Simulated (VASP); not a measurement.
Input of a VASP 6.6.1 run:

File INCAR:

```
SYSTEM = ScAl3
  PREC = Accurate
  ENCUT = 520
  EDIFF = 1E-6
  ISMEAR = -1
  SIGMA = 0.05
  LREAL = .FALSE.
  LASPH = .TRUE.
  NELM = 80
  ALGO = Normal
  ISIF = 2
  LWAVE = .FALSE.
  LCHARG = .FALSE.
  GGA = PE
  NBANDS = 18
```

Contents of KPOINTS:

```
regular mesh
0
G
  6 6 6
  0 0 0
```

Contents of POSCAR:

```
ScAl3
1.0
    4.0878065700      0.0000000000      0.0000000000
    0.0000000000      4.0878065700      0.0000000000
    0.0000000000      0.0000000000      4.0878065700
Sc Al
1 3
Direct
    0.0000000000      0.0000000000      0.0000000000
    0.5000000000      0.5000000000      0.0000000000
    0.0000000000      0.5000000000      0.5000000000
    0.5000000000      0.0000000000      0.5000000000
```

Potentials or basis: VASP PAW PBE potentials, release 64 (Sc_sv, Al).

Run with:

```console
$ cat potpaw_PBE.64/Sc_sv/POTCAR potpaw_PBE.64/Al/POTCAR > POTCAR
$ mpirun -np 1 vasp_std > vasp.out
```

Q: Predict the band gap on the k mesh.

A: Zero (bands 10 and 11 overlap by 3.83 eV).

Q: Predict the pressure.

A: 1.1 GPa.
